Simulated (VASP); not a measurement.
# HfSi3 (Pm-3m) in VASP: a series of runs, part 2 of 2

VASP 6.6.1.

## 5. Single point, PBE (volume scaled by 1.070)

INCAR

```
SYSTEM = HfSi3
PREC     = Accurate       ! precision mode
ENCUT    = 520            ! plane-wave cutoff, eV
EDIFF    = 1E-6           ! SCF threshold, eV
ISMEAR   = 0              ! smearing method
SIGMA    = 0.05           ! smearing width, eV
LREAL    = .FALSE.        ! projectors in reciprocal space
LASPH    = .TRUE.         ! aspherical terms in the spheres
NELM     = 80             ! most SCF steps
ALGO     = Normal         ! electronic algorithm
ISIF     = 2              ! what is computed and relaxed
LWAVE    = .FALSE.        ! write WAVECAR
LCHARG   = .FALSE.        ! write CHGCAR
GGA      = PE             ! functional
NBANDS   = 19             ! bands
```

KPOINTS

```
regular mesh
0
G
  8 8 8
  0 0 0
```

POSCAR

```
HfSi3
1.0
    4.0641402093      0.0000000000      0.0000000000
    0.0000000000      4.0641402093      0.0000000000
    0.0000000000      0.0000000000      4.0641402093
Hf Si
1 3
Direct
    0.0000000000      0.0000000000      0.0000000000
    0.0000000000      0.5000000000      0.5000000000
    0.5000000000      0.5000000000      0.0000000000
    0.5000000000      0.0000000000      0.5000000000
```

Potentials or basis: VASP PAW PBE potentials, release 64 (Hf_pv, Si).

On the command line:

```
$ cat potpaw_PBE.64/Hf_pv/POTCAR potpaw_PBE.64/Si/POTCAR > POTCAR
$ mpirun -np 1 vasp_std > vasp.out
```

OUTCAR:

```text
SYSTEM = HfSi3
   PREC = Accurate
   ENCUT = 520
   EDIFF = 1E-6
   ISMEAR = 0
   LREAL = .FALSE.
   LASPH = .TRUE.
   NELM = 80
   ISIF = 2
   GGA = PE

 ion  position               nearest neighbor table
   1  0.000  0.000  0.000-   2 2.87   3 2.87   4 2.87   2 2.87   4 2.87   2 2.87   3 2.87   2 2.87
                             3 2.87   4 2.87   4 2.87   3 2.87
   2  0.000  0.500  0.500-   1 2.87   3 2.87   4 2.87   1 2.87   3 2.87   1 2.87   4 2.87   1 2.87
                             3 2.87   4 2.87   3 2.87   4 2.87
   3  0.500  0.500  0.000-   1 2.87   2 2.87   4 2.87   2 2.87   4 2.87   1 2.87   4 2.87   4 2.87
                             1 2.87   2 2.87   2 2.87   1 2.87
   4  0.500  0.000  0.500-   1 2.87   2 2.87   3 2.87   1 2.87   3 2.87   2 2.87   3 2.87   3 2.87
                             1 2.87   2 2.87   1 2.87   2 2.87

  LATTYP: Found a simple cubic cell.
 ALAT       =     4.0641402093

  Lattice vectors:

 A1 = (   4.0641402093,   0.0000000000,   0.0000000000)
 A2 = (   0.0000000000,   4.0641402093,   0.0000000000)
 A3 = (   0.0000000000,   0.0000000000,   4.0641402093)

Analysis of symmetry for initial positions (statically):
=====================================================================
 Subroutine PRICEL returns:
 Original cell was already a primitive cell.

 Routine SETGRP: Setting up the symmetry group for a
 simple cubic supercell.

 Subroutine GETGRP returns: Found 48 space group operations
 (whereof 48 operations were pure point group operations)
 out of a pool of 48 trial point group operations.

The static configuration has the point symmetry O_h .

Analysis of symmetry for dynamics (positions and initial velocities):
=====================================================================
 Subroutine PRICEL returns:
 Original cell was already a primitive cell.

 Routine SETGRP: Setting up the symmetry group for a
 simple cubic supercell.

 Subroutine GETGRP returns: Found 48 space group operations
 (whereof 48 operations were pure point group operations)
 out of a pool of 48 trial point group operations.

The dynamic configuration has the point symmetry O_h .

 Subroutine INISYM returns: Found 48 space group operations
 (whereof 48 operations are pure point group operations),
[... 124 lines left out ...]
   LORBIT       =      0    0 simple, 1 ext, 2 COOP (PROOUT), +10 PAW based schemes
   GGA     = PE    functional components
   LHFCALC =     F    Hartree Fock is set to
   AEXX    =    0.0000 exact exchange contribution
   IVDW    =     0    specifies the selected vdW correction
   LEPSILON=     F    determine dielectric tensor
   LRPA    =     F    only Hartree local field effects (RPA)
 non-spin polarized calculation
 Gauss-broadening in eV      SIGMA  =   0.05
  energy-cutoff  :      520.00
  volume of cell :       67.13
 maximum number of plane-waves:      1856
   NGX = 15   NGY = 15   NGZ = 15

 number of electron      22.0000007 magnetization

 Free energy of the ion-electron system (eV)
  ---------------------------------------------------
  ext. energy  EPLUGINS =         0.00000000
  ---------------------------------------------------
  free energy    TOTEN  =       -26.31921711 eV

  energy without entropy =      -26.31561130  energy(sigma->0) =      -26.31741421

 E-fermi :   8.4551     XC(G=0): -11.1362

 val. band max:        8.4548232544   @ k =   0.3750   0.3750   0.0000
 cond. band min:       8.4657898260   @ k =   0.2500   0.2500   0.2500
 fundamental gap:      0.0109665715
 Fermi energy:         8.4550535844

 k-point     1 :       0.0000    0.0000    0.0000
  band No.  band energies     occupation
      1     -23.0108      2.00000
      2     -23.0108      2.00000
      3     -23.0108      2.00000
      4      -4.4069      2.00000
      5       2.6247      2.00000
      6       2.6247      2.00000
[... 505 lines left out ...]
      6       0.6038      2.00000
[... 11 lines left out ...]
     18      13.6090      0.00000
     19      14.8754      0.00000

 [... further k-points ...]

------------------------ aborting loop because EDIFF is reached ----------------------------------------

  FORCE on cell =-STRESS in cart. coord.  units (eV):
  Direction    XX          YY          ZZ          XY          YZ          ZX
  --------------------------------------------------------------------------------------
  -------------------------------------------------------------------------------------
  Total       -2.8549266     -2.8549266     -2.8549266     -0.0000000     -0.0000000     -0.0000000
  in kB      -68.1395859    -68.1395859    -68.1395859     -0.0000000     -0.0000000     -0.0000000
  external PRESSURE =     -68.1395859 kB  Pullay stress =       0.0000000 kB

 VOLUME and BASIS-vectors are now :
 -----------------------------------------------------------------------------
  energy-cutoff  :      520.00
  volume of cell :       67.13
      direct lattice vectors                 reciprocal lattice vectors
     4.064140209  0.000000000  0.000000000     0.246054503  0.000000000  0.000000000
     0.000000000  4.064140209  0.000000000     0.000000000  0.246054503  0.000000000
     0.000000000  0.000000000  4.064140209     0.000000000  0.000000000  0.246054503

 POSITION                                       TOTAL-FORCE (eV/Angst)
 -----------------------------------------------------------------------------------
      0.00000      0.00000      0.00000         0.000000      0.000000      0.000000
      0.00000      2.03207      2.03207         0.000000      0.000000      0.000000
      2.03207      2.03207      0.00000         0.000000      0.000000      0.000000
      2.03207      0.00000      2.03207         0.000000      0.000000      0.000000
 -----------------------------------------------------------------------------------
    total drift:                               -0.000000     -0.000000     -0.000000

  FREE ENERGIE OF THE ION-ELECTRON SYSTEM (eV)
  ---------------------------------------------------
  free  energy   TOTEN  =       -26.3192171069 eV

  energy  without entropy=      -26.3156113044  energy(sigma->0) =      -26.31741421
```

OSZICAR:

```text
N       E                     dE             d eps       ncg     rms          rms(c)
DAV:   1     0.473057010443E+02    0.47306E+02   -0.10261E+04  1330   0.102E+03
DAV:   2    -0.246369227797E+02   -0.71943E+02   -0.69601E+02  1669   0.203E+02
DAV:   3    -0.272657582563E+02   -0.26288E+01   -0.26013E+01  1797   0.274E+01
DAV:   4    -0.272882363039E+02   -0.22478E-01   -0.22408E-01  1634   0.306E+00
DAV:   5    -0.272884732926E+02   -0.23699E-03   -0.23696E-03  1643   0.298E-01    0.376E+01
DAV:   6    -0.264163979609E+02    0.87208E+00   -0.22459E+00  1525   0.650E+00    0.260E+01
DAV:   7    -0.263253030314E+02    0.91095E-01   -0.46977E-01  1701   0.364E+00    0.374E+00
DAV:   8    -0.263204282359E+02    0.48748E-02   -0.33599E-02  1560   0.891E-01    0.859E-01
DAV:   9    -0.263193657925E+02    0.10624E-02   -0.69318E-03  1548   0.423E-01    0.344E-01
DAV:  10    -0.263192245084E+02    0.14128E-03   -0.95255E-04  1673   0.132E-01    0.872E-02
DAV:  11    -0.263192186656E+02    0.58428E-05   -0.10961E-04  1582   0.533E-02    0.162E-02
DAV:  12    -0.263192171009E+02    0.15646E-05   -0.61320E-06  1594   0.127E-02    0.526E-03
DAV:  13    -0.263192171069E+02   -0.59370E-08   -0.94058E-07   891   0.484E-03
   1 F= -.26319217E+02 E0= -.26317414E+02  d E =-.360580E-02
```

Wall time 17 s (1 thread of AMD EPYC 9R45 (Zen 5), shared host); peak memory 0.16 GiB.

What came out:

```yaml
Free_energy: -26.3192 eV
Pressure: -6.8 GPa
Band_gap_on_the_k_mesh: zero (band 11 reaches 9.28 eV, above the bottom of band 12 at 7.43 eV)
```

Caveat: spin-orbit coupling is left out, which moves the levels of the heavy elements.

## 6. Single point, PBE (volume scaled by 1.100)

INCAR

```
PREC = Accurate ; ENCUT = 520
EDIFF = 1E-6 ; ISMEAR = 0
SIGMA = 0.05 ; LREAL = F
LASPH = T ; NELM = 80
ALGO = Normal ; ISIF = 2
LWAVE = F ; LCHARG = T
GGA = PE ; LELF = T
LVHAR = T ; NBANDS = 19
```

KPOINTS

```
regular mesh
0
Gamma
  8 8 8
```

POSCAR

```
HfSi3
1.0
    4.1017732783      0.0000000000      0.0000000000
    0.0000000000      4.1017732783      0.0000000000
    0.0000000000      0.0000000000      4.1017732783
Hf Si
1 3
Direct
    0.0000000000      0.0000000000      0.0000000000
    0.0000000000      0.5000000000      0.5000000000
    0.5000000000      0.5000000000      0.0000000000
    0.5000000000      0.0000000000      0.5000000000
```

Potentials or basis: VASP PAW PBE potentials, release 64 (Hf_pv, Si).

On the command line:

```
$ cat potpaw_PBE.64/Hf_pv/POTCAR potpaw_PBE.64/Si/POTCAR > POTCAR
$ mpirun -np 1 vasp_std > vasp.out
```

It took 17 s on 1 thread of AMD EPYC 9R45 (Zen 5), shared host; peak memory 0.17 GiB.

Results (log left out):

- Free energy: -26.2261 eV
- Pressure: -9.0 GPa
- Band gap on the k mesh: zero (band 11 reaches 8.95 eV, above the bottom of band 12 at 7.16 eV)

Levels at points of the mesh, in eV from the Fermi level:
```csv
k point,band 7,band 8,band 9,band 10,band 11,band 12,band 13,band 14,band 15,band 16
"(0.00, 0.00, 0.00)",-3.90,-3.90,-3.90,-0.04,0.10,0.10,0.10,1.97,1.97,1.97
"(0.50, 0.00, 0.00)",-3.95,-3.91,-3.48,-1.04,-1.04,-0.09,-0.01,0.54,2.46,2.62
"(0.50, 0.50, 0.00)",-6.56,-2.73,-2.73,-0.95,-0.90,0.53,0.53,0.86,1.52,3.50
"(0.50, 0.50, 0.50)",-6.24,-4.72,-4.72,-4.72,-1.06,1.99,1.99,3.48,3.48,3.48
```

Caveat: spin-orbit coupling is left out, which moves the levels of the heavy elements.

## 7. The runs side by side

```tsv
cell	gap on the mesh (eV)	pressure (GPa)
a = 4.000 Å, 4 atoms	none	-2.4
a = 4.024 Å, 4 atoms	none	-4.2
a = 4.026 Å, 4 atoms	none	-4.3
a = 4.064 Å, 4 atoms	none	-6.8
a = 4.102 Å, 4 atoms	none	-9.0
```

Alike in all rows: task single point; level PBE; potentials or basis VASP PAW PBE potentials, release 64 (Hf_pv, Si); no spin polarisation; k mesh 8 × 8 × 8; cutoff (eV) 520; smearing gaussian 0.05 eV.

Caveats: spin-orbit coupling is left out, which moves the levels of the heavy elements.

Absolute energies hang on the potentials; compare differences alone.
